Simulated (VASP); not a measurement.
# GaN (F-43m) in VASP: a series of runs, part 2 of 2

VASP 6.6.1.

**4. Single point, r2SCANh**

This run uses another cell than the first one, of 10.76 Å³/atom.

The input, POSCAR:

```
GaN
1.0
    0.0000000000      2.2074978911      2.2074978911
    2.2074978911      0.0000000000      2.2074978911
    2.2074978911      2.2074978911      0.0000000000
Ga N
1 1
Direct
    0.0000000000      0.0000000000      0.0000000000
    0.2500000000      0.2500000000      0.2500000000
```

The input, INCAR.step1:

```
SYSTEM = GaN
PREC = Accurate
ENCUT = 520
EDIFF = 1E-5
ISMEAR = -1
SIGMA = 0.05
LREAL = .False.
LASPH = .True.
NELM = 60
ALGO = Normal
ISIF = 2
LWAVE = .True.
LCHARG = .False.
NBANDS = 16
GGA = PE
```

The input, INCAR.step2:

```
SYSTEM = GaN
PREC = Accurate
ENCUT = 520
EDIFF = 1E-7
ISMEAR = -1
SIGMA = 0.05
LREAL = .False.
LASPH = .True.
NELM = 60
ALGO = Normal
ISIF = 2
LWAVE = .False.
LCHARG = .False.
METAGGA = R2SCAN
LHFCALC = .True.
AEXX = 0.1
LMIXTAU = .True.
PRECFOCK = Normal
NBANDS = 16
ISTART = 1
```

The input, KPOINTS:

```
Automatic mesh
0
Gamma
  5 5 5
  0 0 0
```

Potentials or basis: VASP PAW PBE potentials, release 64 (Ga_d, N).

Launch:

```bash
$ cat potpaw_PBE.64/Ga_d/POTCAR potpaw_PBE.64/N/POTCAR > POTCAR
$ cp INCAR.step1 INCAR
$ mpirun -np 1 vasp_std > vasp.out
$ cp INCAR.step2 INCAR
$ mpirun -np 1 vasp_std > vasp.out
```

OUTCAR:

```text
SYSTEM = GaN
   PREC = Accurate
   ENCUT = 520
   EDIFF = 1E-7
   ISMEAR = -1
   LREAL = .False.
   LASPH = .True.
   NELM = 60
   ISIF = 2
   METAGGA = R2SCAN
   LHFCALC = .True.
   AEXX = 0.1
   PRECFOCK = Normal
   ISTART = 1

 ion  position               nearest neighbor table
   1  0.000  0.000  0.000-   2 1.91   2 1.91   2 1.91   2 1.91
   2  0.250  0.250  0.250-   1 1.91   1 1.91   1 1.91   1 1.91

  LATTYP: Found a face centered cubic cell.
 ALAT       =     4.4149957822

  Lattice vectors:

 A1 = (   0.0000000000,   2.2074978911,   2.2074978911)
 A2 = (   2.2074978911,   0.0000000000,   2.2074978911)
 A3 = (   2.2074978911,   2.2074978911,   0.0000000000)

Analysis of symmetry for initial positions (statically):
=====================================================================
 Subroutine PRICEL returns:
 Original cell was already a primitive cell.

 Routine SETGRP: Setting up the symmetry group for a
 face centered cubic supercell.

 Subroutine GETGRP returns: Found 24 space group operations
 (whereof 24 operations were pure point group operations)
 out of a pool of 48 trial point group operations.

The static configuration has the point symmetry T_d .

Analysis of symmetry for dynamics (positions and initial velocities):
=====================================================================
 Subroutine PRICEL returns:
 Original cell was already a primitive cell.

 Routine SETGRP: Setting up the symmetry group for a
 face centered cubic supercell.

 Subroutine GETGRP returns: Found 24 space group operations
 (whereof 24 operations were pure point group operations)
 out of a pool of 48 trial point group operations.

The dynamic configuration has the point symmetry T_d .

 Subroutine INISYM returns: Found 24 space group operations
 (whereof 24 operations are pure point group operations),
 and found     1 'primitive' translations

[... 105 lines left out ...]
   LHFCALC =     T    Hartree Fock is set to
   PRECFOCK=normal    Normal, Fast or Accurate (Low or Medium for compatibility)
   ENCUT4O =  -1.0   cutoff for four orbital integrals eV
   NKREDX  =     1    reduce k-point grid by
   NKREDY  =     1    reduce k-point grid by
   NKREDZ  =     1    reduce k-point grid by
   AEXX    =    0.1000 exact exchange contribution
   HFSCREEN=    0.0000 screening length (either q_TF or 0.3 A-1)
   HFSCREENC=   0.0000 screening length for correlation (either q_TF or 0.3 A-1)
   ENCUTFOCK=  -1.0 apply spherical cutoff to Coloumb kernel
   IVDW    =     0    specifies the selected vdW correction
   LEPSILON=     F    determine dielectric tensor
   LRPA    =     F    only Hartree local field effects (RPA)
 non-spin polarized calculation
  energy-cutoff  :      520.00
  volume of cell :       21.51
 maximum number of plane-waves:       589
  NGX = 18; NGY = 18; NGZ = 18

 number of electron      18.0000008 magnetization

 Free energy of the ion-electron system (eV)
  ---------------------------------------------------
  ext. energy  EPLUGINS =         0.00000000
  ---------------------------------------------------
  free energy    TOTEN  =       -22.31974025 eV

  energy without entropy =      -22.31974025  energy(sigma->0) =      -22.31974025

 E-fermi :   6.3368     XC(G=0): -11.8213

 val. band max:        5.2681929217   @ k =   0.0000   0.0000   0.0000
 cond. band min:       8.5668594444   @ k =   0.0000   0.0000   0.0000
 fundamental gap:      3.2986665226
 Fermi energy:         6.3368255414

 k-point     1 :       0.0000    0.0000    0.0000
  band No.  band energies     occupation
      1     -12.5171      2.00000
      2      -9.4430      2.00000
      3      -9.4430      2.00000
      4      -9.4429      2.00000
      5      -9.0293      2.00000
      6      -9.0293      2.00000
[... 167 lines left out ...]
      3      -9.2242      2.00000
      4      -9.0731      2.00000
      5      -8.9985      2.00000
      6      -7.3036      2.00000
[... 8 lines left out ...]
     15      27.1990      0.00000
     16      31.6703      0.00000

------------------------ aborting loop because EDIFF is reached ----------------------------------------

  FORCE on cell =-STRESS in cart. coord.  units (eV):
  Direction    XX          YY          ZZ          XY          YZ          ZX
  --------------------------------------------------------------------------------------
  -------------------------------------------------------------------------------------
  Total        1.6066210      1.6066210      1.6066210     -0.0000000      0.0000000      0.0000000
  in kB      119.6446081    119.6446081    119.6446081     -0.0000000      0.0000000      0.0000000
  external PRESSURE =     119.6446081 kB  Pullay stress =       0.0000000 kB

 VOLUME and BASIS-vectors are now :
 -----------------------------------------------------------------------------
  energy-cutoff  :      520.00
  volume of cell :       21.51
      direct lattice vectors                 reciprocal lattice vectors
     0.000000000  2.207497891  2.207497891    -0.226500783  0.226500783  0.226500783
     2.207497891  0.000000000  2.207497891     0.226500783 -0.226500783  0.226500783
     2.207497891  2.207497891  0.000000000     0.226500783  0.226500783 -0.226500783

 POSITION                                       TOTAL-FORCE (eV/Angst)
 -----------------------------------------------------------------------------------
      0.00000      0.00000      0.00000        -0.000000      0.000000      0.000000
      1.10375      1.10375      1.10375         0.000000     -0.000000     -0.000000
 -----------------------------------------------------------------------------------
    total drift:                                0.000045      0.000008      0.000023

  FREE ENERGIE OF THE ION-ELECTRON SYSTEM (eV)
  ---------------------------------------------------
  free  energy   TOTEN  =       -22.3197402452 eV

  energy  without entropy=      -22.3197402452  energy(sigma->0) =      -22.31974025
```

OSZICAR.step1:

```text
N       E                     dE             d eps       ncg     rms          rms(c)
DAV:   1     0.750754765210E+02    0.75075E+02   -0.94567E+03   360   0.209E+03
DAV:   2    -0.939022132525E+01   -0.84466E+02   -0.80478E+02   392   0.313E+02
DAV:   3    -0.140969803940E+02   -0.47068E+01   -0.46886E+01   344   0.665E+01
DAV:   4    -0.141468917731E+02   -0.49911E-01   -0.49907E-01   424   0.726E+00
DAV:   5    -0.141475546749E+02   -0.66290E-03   -0.66290E-03   336   0.754E-01    0.796E+00
DAV:   6    -0.120235193618E+02    0.21240E+01   -0.49013E+00   488   0.419E+01    0.270E+00
DAV:   7    -0.120354642546E+02   -0.11945E-01   -0.35233E-01   320   0.637E+00    0.179E+00
DAV:   8    -0.120315102322E+02    0.39540E-02   -0.45371E-02   392   0.335E+00    0.654E-01
DAV:   9    -0.120282185767E+02    0.32917E-02   -0.13457E-02   464   0.292E+00    0.165E-01
DAV:  10    -0.120284623170E+02   -0.24374E-03   -0.15159E-03   408   0.606E-01    0.662E-02
DAV:  11    -0.120283803470E+02    0.81970E-04   -0.27184E-04   472   0.238E-01    0.145E-02
DAV:  12    -0.120283853082E+02   -0.49612E-05   -0.27334E-05   336   0.523E-02
   1 F= -.12028385E+02 E0= -.12028385E+02  d E =-.738557E-10
```

It took 17 min on 1 thread of AMD EPYC 7R43 (Zen 3), shared host; peak memory 0.12 GiB.

Results:

```
Free energy            : -22.3197 eV
Pressure               : 12.0 GPa
Band gap on the k mesh : 3.30 eV
```

Levels at points of the mesh, in eV from the valence-band top:
```tsv
k point	band 7	band 8	band 9	band 10	band 11	band 12
(0.00, 0.00, 0.00)	0.00	0.00	0.00	3.30	12.28	12.28
```

Caveat: the k points lie up to 0.49 Å⁻¹ apart; the PAW data sets were made with another functional, which shifts forces and pressure a little.

**5. Single point, r2SCANh**

This run uses another cell than the first one, of 10.99 Å³/atom.

The input, POSCAR:

```
GaN
1.0
    0.0000000000      2.2230441631      2.2230441631
    2.2230441631      0.0000000000      2.2230441631
    2.2230441631      2.2230441631      0.0000000000
Ga N
1 1
Direct
    0.0000000000      0.0000000000      0.0000000000
    0.2500000000      0.2500000000      0.2500000000
```

The input, INCAR.step1:

```
PREC = Accurate ; ENCUT = 520
EDIFF = 1E-5 ; ISMEAR = -1
SIGMA = 0.05 ; LREAL = F
LASPH = T ; NELM = 80
ALGO = Normal ; ISIF = 2
LWAVE = T ; LCHARG = F
GGA = PE ; NBANDS = 16
```

The input, INCAR.step2:

```
PREC = Accurate ; ENCUT = 520
EDIFF = 1E-7 ; ISMEAR = -1
SIGMA = 0.05 ; LREAL = F
LASPH = T ; NELM = 80
ALGO = Normal ; ISIF = 2
LWAVE = F ; LCHARG = F
METAGGA = R2SCAN ; LHFCALC = T
AEXX = 0.1 ; LMIXTAU = T
PRECFOCK = Normal ; ISTART = 1
NBANDS = 16
```

The input, KPOINTS:

```
regular mesh
0
Gamma
  5 5 5
```

Launch:

```bash
$ cat potpaw_PBE.64/Ga_d/POTCAR potpaw_PBE.64/N/POTCAR > POTCAR
$ cp INCAR.step1 INCAR
$ mpirun -np 1 vasp_std > vasp.out
$ cp INCAR.step2 INCAR
$ mpirun -np 1 vasp_std > vasp.out
```

It took 22 min on 1 thread of AMD EPYC 7R43 (Zen 3), shared host; peak memory 0.12 GiB.

Results (log left out):

| Quantity | Value |
| --- | --- |
| Free energy | -22.3471 eV |
| Pressure | 6.9 GPa |
| Band gap on the k mesh | 3.15 eV |

Levels at points of the mesh, in eV from the valence-band top:
```
           k point  band 5  band 6  band 7  band 8  band 9  band 10  band 11  band 12  band 13  band 14
(0.00, 0.00, 0.00)  -14.30  -14.30    0.00    0.00    0.00     3.15    12.14    12.14    12.14    20.01
```

Caveat: the k points lie up to 0.49 Å⁻¹ apart; the PAW data sets were made with another functional, which shifts forces and pressure a little.

**6. Single point, r2SCANh**

This run uses another cell than the first one, of 11.21 Å³/atom.

The input, POSCAR:

```
GaN
1.0
    0.0000000000      2.2383759866      2.2383759866
    2.2383759866      0.0000000000      2.2383759866
    2.2383759866      2.2383759866      0.0000000000
Ga N
1 1
Direct
    0.0000000000      0.0000000000      0.0000000000
    0.2500000000      0.2500000000      0.2500000000
```

The input, INCAR.step1:

```
  PREC = Accurate
  ENCUT = 520
  EDIFF = 1E-5
  ISMEAR = -1
  SIGMA = 0.05
  LREAL = False
  LASPH = True
  NELM = 100
  ALGO = Normal
  ISIF = 2
  LWAVE = True
  NBANDS = 16
  GGA = PE
```

The input, INCAR.step2:

```
  PREC = Accurate
  ENCUT = 520
  EDIFF = 1E-7
  ISMEAR = -1
  SIGMA = 0.05
  LREAL = False
  LASPH = True
  NELM = 100
  ALGO = Normal
  ISIF = 2
  LWAVE = False
  LCHARG = True
  METAGGA = R2SCAN
  LHFCALC = True
  AEXX = 0.1
  LMIXTAU = True
  PRECFOCK = Normal
  LELF = True
  LVHAR = True
  NBANDS = 16
  ISTART = 1
```

The input, KPOINTS:

```
Automatic mesh
0
Gamma
  5 5 5
```

Potentials or basis: VASP PAW PBE potentials, release 64 (Ga_d, N).

Launch:

```bash
$ cat potpaw_PBE.64/Ga_d/POTCAR potpaw_PBE.64/N/POTCAR > POTCAR
$ cp INCAR.step1 INCAR
$ mpirun -np 1 vasp_std > vasp.out
$ cp INCAR.step2 INCAR
$ mpirun -np 1 vasp_std > vasp.out
```

OUTCAR:

```text
PREC = Accurate
   ENCUT = 520
   EDIFF = 1E-7
   ISMEAR = -1
   LREAL = False
   LASPH = True
   NELM = 100
   ISIF = 2
   METAGGA = R2SCAN
   LHFCALC = True
   AEXX = 0.1
   PRECFOCK = Normal
   ISTART = 1

 ion  position               nearest neighbor table
   1  0.000  0.000  0.000-   2 1.94   2 1.94   2 1.94   2 1.94
   2  0.250  0.250  0.250-   1 1.94   1 1.94   1 1.94   1 1.94

  LATTYP: Found a face centered cubic cell.
[... 369 lines left out ...]
     16      30.4320      0.00000

------------------------ aborting loop because EDIFF is reached ----------------------------------------

  FORCE on cell =-STRESS in cart. coord.  units (eV):
  Direction    XX          YY          ZZ          XY          YZ          ZX
  --------------------------------------------------------------------------------------
  -------------------------------------------------------------------------------------
  Total        0.3278042      0.3278042      0.3278042     -0.0000000      0.0000000     -0.0000000
  in kB       23.4150973     23.4150973     23.4150973     -0.0000000      0.0000000     -0.0000000
  external PRESSURE =      23.4150973 kB  Pullay stress =       0.0000000 kB

 VOLUME and BASIS-vectors are now :
 -----------------------------------------------------------------------------
  energy-cutoff  :      520.00
  volume of cell :       22.43
      direct lattice vectors                 reciprocal lattice vectors
     0.000000000  2.238375987  2.238375987    -0.223376235  0.223376235  0.223376235
     2.238375987  0.000000000  2.238375987     0.223376235 -0.223376235  0.223376235
     2.238375987  2.238375987  0.000000000     0.223376235  0.223376235 -0.223376235

 POSITION                                       TOTAL-FORCE (eV/Angst)
 -----------------------------------------------------------------------------------
      0.00000      0.00000      0.00000        -0.000000     -0.000000     -0.000000
      1.11919      1.11919      1.11919         0.000000      0.000000      0.000000
 -----------------------------------------------------------------------------------
    total drift:                                0.000074      0.000009      0.000034

  FREE ENERGIE OF THE ION-ELECTRON SYSTEM (eV)
  ---------------------------------------------------
  free  energy   TOTEN  =       -22.3604265503 eV

  energy  without entropy=      -22.3604265503  energy(sigma->0) =      -22.36042655
```

Run time: 21 min. Hardware: 1 thread of AMD EPYC 7R43 (Zen 3), shared host; peak memory 0.12 GiB.

Results:

```yaml
Free_energy: -22.3604 eV
Pressure: 2.3 GPa
Band_gap_on_the_k_mesh: 3.00 eV
```

Caveat: the k points lie up to 0.49 Å⁻¹ apart; the PAW data sets were made with another functional, which shifts forces and pressure a little.

**7. The runs side by side**

```tsv
level	cell	k mesh	share of exact exchange	gap on the mesh (eV)	pressure (GPa)
B3LYP	a = 3.249 Å, angles 60.0°, 2 atoms	5 × 5 × 5	0.2	2.98	-5.3
B3LYP	a = 3.187 Å, angles 60.0°, 2 atoms	6 × 6 × 6	0.2	3.40	5.3
r2SCANh	a = 3.122 Å, angles 60.0°, 2 atoms	5 × 5 × 5	0.1	3.30	12.0
r2SCANh	a = 3.144 Å, angles 60.0°, 2 atoms	5 × 5 × 5	0.1	3.15	6.9
r2SCANh	a = 3.166 Å, angles 60.0°, 2 atoms	5 × 5 × 5	0.1	3.00	2.3
```

Alike in all rows: task single point; potentials or basis VASP PAW PBE potentials, release 64 (Ga_d, N); no spin polarisation; cutoff (eV) 520; smearing fermi-dirac 0.05 eV.

Caveats: some runs use coarse meshes; the PAW data sets were made with another functional, which shifts forces and pressure a little; the cell stands under pressure (at least some runs).

Total energies depend on the potentials used, so only differences within one code and one set of settings carry meaning.
